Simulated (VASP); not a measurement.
# Cs2AgBiBr6 (Fm-3m) in VASP: notebook, part 2 of 2

VASP 6.6.1. Earlier steps stand in the parts before.

## (4) Single point, PBEsol+U

The input, INCAR:

```
SYSTEM = Cs2AgBiBr6
PREC = Accurate ; ENCUT = 630
EDIFF = 1E-6 ; ISMEAR = -1
SIGMA = 0.05 ; LREAL = .FALSE.
LASPH = .TRUE. ; NELM = 200
ALGO = Normal ; ISIF = 2
LWAVE = .FALSE. ; LCHARG = .FALSE.
LMAXMIX = 4 ; LDAU = .TRUE.
LDAUTYPE = 2 ; LDAUL = -1 -1 2 -1
LDAUU = 0 0 4 0 ; LDAUJ = 0 0 0 0
LDAUPRINT = 1 ; GGA = PS
NBANDS = 58 ; GGA_COMPAT = .FALSE.
```

The input, KPOINTS:

```
regular mesh
0
G
  4 4 4
  0 0 0
```

The input, POSCAR:

```
Cs2AgBiBr6
1.0
    0.0000000000      5.6161000000      5.6161000000
    5.6161000000      0.0000000000      5.6161000000
    5.6161000000      5.6161000000      0.0000000000
Bi Cs Ag Br
1 2 1 6
Direct
    0.0000000000      0.0000000000      0.0000000000
    0.7500000000      0.7500000000      0.7500000000
    0.2500000000      0.2500000000      0.2500000000
    0.5000000000      0.5000000000      0.5000000000
    0.7494500000      0.7494500000      0.2505500000
    0.2505500000      0.2505500000      0.7494500000
    0.7494500000      0.2505500000      0.2505500000
    0.7494500000      0.2505500000      0.7494500000
    0.2505500000      0.7494500000      0.7494500000
    0.2505500000      0.7494500000      0.2505500000
```

Potentials or basis: VASP PAW PBE potentials, release 64 (Bi_d, Cs_sv, Ag_sv_GW, Br).

On the command line:

```console
$ cat potpaw_PBE.64/Bi_d/POTCAR potpaw_PBE.64/Cs_sv/POTCAR potpaw_PBE.64/Ag_sv_GW/POTCAR potpaw_PBE.64/Br/POTCAR > POTCAR
$ mpirun -np 1 vasp_std > vasp.out
```

Run time: 7.4 min. Hardware: 1 thread of AMD EPYC 9R14 (Zen 4), shared host; peak memory 0.83 GiB.

It converged, with:

```
Free energy            : -27.4590 eV
Pressure               : 0.1 GPa
Largest force          : 0.248 eV/Å
Band gap on the k mesh : 1.40 eV (least direct gap 2.58 eV)
```

Forces on the atoms (eV/Å):
```
Bi   0.000  0.000  0.000
Cs   0.000  0.000  0.000
Cs   0.000  0.000  0.000
Ag   0.000  0.000  0.000
Br   0.000  0.000 -0.248
Br   0.000  0.000  0.248
Br   0.248  0.000  0.000
Br   0.000 -0.248  0.000
Br  -0.248  0.000  0.000
Br   0.000  0.248  0.000
```

Levels at points of the mesh, in eV from the valence-band top:
| k point | band 43 | band 44 | band 45 | band 46 | band 47 | band 48 | band 49 | band 50 | band 51 | band 52 |
| --- | --- | --- | --- | --- | --- | --- | --- | --- | --- | --- |
| (0.00, 0.00, 0.00) | -1.05 | -1.05 | -1.05 | -0.77 | -0.77 | 2.41 | 2.41 | 2.41 | 3.63 | 4.56 |
| (0.50, 0.00, 0.00) | -1.35 | -1.35 | -1.22 | -1.21 | -1.21 | 1.40 | 3.81 | 3.81 | 4.96 | 5.12 |
| (0.50, 0.50, 0.00) | -1.55 | -1.55 | -1.07 | -0.78 | 0.00 | 2.94 | 2.94 | 3.32 | 4.57 | 5.31 |

Eigenvalues of the final occupation matrices:
```tsv
site	spin	trace	eigenvalues
site 4 d	1	4.37	0.87 0.87 0.87 0.88 0.88
site 4 d	2	4.37	0.87 0.87 0.87 0.88 0.88
```

Caveat: the PAW data sets were made with another functional, which shifts forces and pressure a little; spin-orbit coupling is left out, which moves the levels of the heavy elements. A k mesh can miss the band edges.

## (5) Single point, LDA

This run uses another cell than the first one, of 33.26 Å³/atom.

The input, INCAR:

```
SYSTEM = Cs2AgBiBr6
  ALGO = Normal
  EDIFF = 1E-6
  ENCUT = 520
  GGA = CA
  ISIF = 2
  ISMEAR = -1
  LASPH = .TRUE.
  LCHARG = .FALSE.
  LREAL = .FALSE.
  LWAVE = .FALSE.
  NBANDS = 54
  NELM = 80
  PREC = Accurate
  SIGMA = 0.05
```

The input, KPOINTS:

```
k-points
0
G
  4 4 4
  0 0 0
```

The input, POSCAR:

```
Cs2AgBiBr6
1.0
    0.0000000000      5.4993064328      5.4993064328
    5.4993064328      0.0000000000      5.4993064328
    5.4993064328      5.4993064328      0.0000000000
Bi Cs Ag Br
1 2 1 6
Direct
    0.0000000000      0.0000000000      0.0000000000
    0.7500000000      0.7500000000      0.7500000000
    0.2500000000      0.2500000000      0.2500000000
    0.5000000000      0.5000000000      0.5000000000
    0.7444836676      0.7444836676      0.2555163324
    0.2555163324      0.2555163324      0.7444836676
    0.7444836676      0.2555163324      0.2555163324
    0.7444836676      0.2555163324      0.7444836676
    0.2555163324      0.7444836676      0.7444836676
    0.2555163324      0.7444836676      0.2555163324
```

Potentials or basis: VASP PAW LDA potentials, release 64 (Bi_d, Cs_sv, Ag, Br).

On the command line:

```console
$ cat potpaw_LDA.64/Bi_d/POTCAR potpaw_LDA.64/Cs_sv/POTCAR potpaw_LDA.64/Ag/POTCAR potpaw_LDA.64/Br/POTCAR > POTCAR
$ mpirun -np 1 vasp_std > vasp.out
```

It took 2.1 min on 1 thread of AMD EPYC 9R45 (Zen 5), shared host; peak memory 0.43 GiB.

Results (log left out):

* Free energy: -34.3314 eV
* Pressure: 0.1 GPa
* Band gap on the k mesh: 0.95 eV (least direct gap 2.28 eV)

Levels at points of the mesh, in eV from the valence-band top:
```csv
k point,band 41,band 42,band 43,band 44,band 45,band 46
"(0.00, 0.00, 0.00)",-1.42,-0.69,-0.69,1.87,1.87,1.87
"(0.50, 0.00, 0.00)",-1.71,-1.41,-1.41,0.95,3.51,3.51
"(0.50, 0.50, 0.00)",-1.44,-0.70,0.00,2.46,2.46,2.86
```

Caveat: spin-orbit coupling is left out, which moves the levels of the heavy elements. A hybrid or GW would open this gap; LDA tends to underestimate it.

## (6) Single point, PBE

This run uses another cell than the first one, of 37.86 Å³/atom.

The input, INCAR:

```
SYSTEM = Cs2AgBiBr6
  PREC = Accurate
  ENCUT = 520
  EDIFF = 1E-6
  ISMEAR = -1
  SIGMA = 0.05
  LREAL = .False.
  LASPH = .True.
  NELM = 80
  ALGO = Normal
  ISIF = 2
  LWAVE = .False.
  LCHARG = .False.
  GGA = PE
  NBANDS = 54
```

The input, KPOINTS:

```
Automatic mesh
0
Gamma
  4 4 4
  0 0 0
```

The input, POSCAR:

```
Cs2AgBiBr6
1.0
    0.0000000000      5.7419415043      5.7419415043
    5.7419415043      0.0000000000      5.7419415043
    5.7419415043      5.7419415043      0.0000000000
Bi Cs Ag Br
1 2 1 6
Direct
    0.0000000000      0.0000000000      0.0000000000
    0.7500000000      0.7500000000      0.7500000000
    0.2500000000      0.2500000000      0.2500000000
    0.5000000000      0.5000000000      0.5000000000
    0.7486927443      0.7486927443      0.2513072557
    0.2513072557      0.2513072557      0.7486927443
    0.7486927443      0.2513072557      0.2513072557
    0.7486927443      0.2513072557      0.7486927443
    0.2513072557      0.7486927443      0.7486927443
    0.2513072557      0.7486927443      0.2513072557
```

Potentials or basis: VASP PAW PBE potentials, release 64 (Bi_d, Cs_sv, Ag, Br).

On the command line:

```console
$ cat potpaw_PBE.64/Bi_d/POTCAR potpaw_PBE.64/Cs_sv/POTCAR potpaw_PBE.64/Ag/POTCAR potpaw_PBE.64/Br/POTCAR > POTCAR
$ mpirun -np 1 vasp_std > vasp.out
```

It took 2.6 min on 1 thread of AMD EPYC 9R45 (Zen 5), shared host; peak memory 0.57 GiB.

The run converged. Its results:

```yaml
Free_energy: -29.6164 eV
Pressure: 0.0 GPa
Band_gap_on_the_k_mesh: 1.33 eV (least direct gap 2.38 eV)
```

Forces on the atoms (eV/Å):
```
Bi   0.000  0.000  0.000
Cs   0.000  0.000  0.000
Cs   0.000  0.000  0.000
Ag   0.000  0.000  0.000
Br   0.000  0.000 -0.003
Br   0.000  0.000  0.003
Br   0.003  0.000  0.000
Br   0.000 -0.003  0.000
Br  -0.003  0.000  0.000
Br   0.000  0.003  0.000
```

Levels at points of the mesh, in eV from the valence-band top:
| k point | band 41 | band 42 | band 43 | band 44 | band 45 | band 46 |
| --- | --- | --- | --- | --- | --- | --- |
| (0.00, 0.00, 0.00) | -0.98 | -0.55 | -0.55 | 2.34 | 2.34 | 2.34 |
| (0.50, 0.00, 0.00) | -1.25 | -1.05 | -1.05 | 1.33 | 3.54 | 3.54 |
| (0.50, 0.50, 0.00) | -0.99 | -0.56 | 0.00 | 2.77 | 2.77 | 3.08 |

Caveat: spin-orbit coupling is left out, which moves the levels of the heavy elements.

## (7) The runs side by side

```csv
level,potentials or basis,U,cell,cutoff (eV),gap on the mesh (eV),pressure (GPa),largest force (eV/Å)
PBEsol+U,"VASP PAW PBE potentials, release 64 (Bi_d, Cs_sv, Ag_sv_GW, Br)",Ag d U = 6.0 eV,"a = 7.942 Å, angles 60.0°, 10 atoms, atomic positions A",630,1.51,0.1,0.22
LDA+U,"VASP PAW LDA potentials, release 64 (Bi_d, Cs_sv, Ag_sv_GW, Br)",Ag d U = 5.0 eV,"a = 7.942 Å, angles 60.0°, 10 atoms, atomic positions A",630,1.39,-1.3,0.27
PBEsol+U,"VASP PAW PBE potentials, release 64 (Bi_d, Cs_sv, Ag_sv_GW, Br)",Ag d U = 4.0 eV,"a = 7.942 Å, angles 60.0°, 10 atoms, atomic positions A",630,1.40,0.1,0.25
LDA,"VASP PAW LDA potentials, release 64 (Bi_d, Cs_sv, Ag, Br)",-,"a = 7.777 Å, angles 60.0°, 10 atoms, atomic positions B",520,0.95,0.1,-
PBE,"VASP PAW PBE potentials, release 64 (Bi_d, Cs_sv, Ag, Br)",-,"a = 8.120 Å, angles 60.0°, 10 atoms, atomic positions C",520,1.33,0.0,-
```

Alike in all rows: task single point; no spin polarisation; k mesh 4 × 4 × 4; smearing fermi-dirac 0.05 eV.

Caveats: spin-orbit coupling is left out, which moves the levels of the heavy elements; the PAW data sets were made with another functional, which shifts forces and pressure a little (at least some runs).

Absolute energies hang on the potentials; compare differences alone.
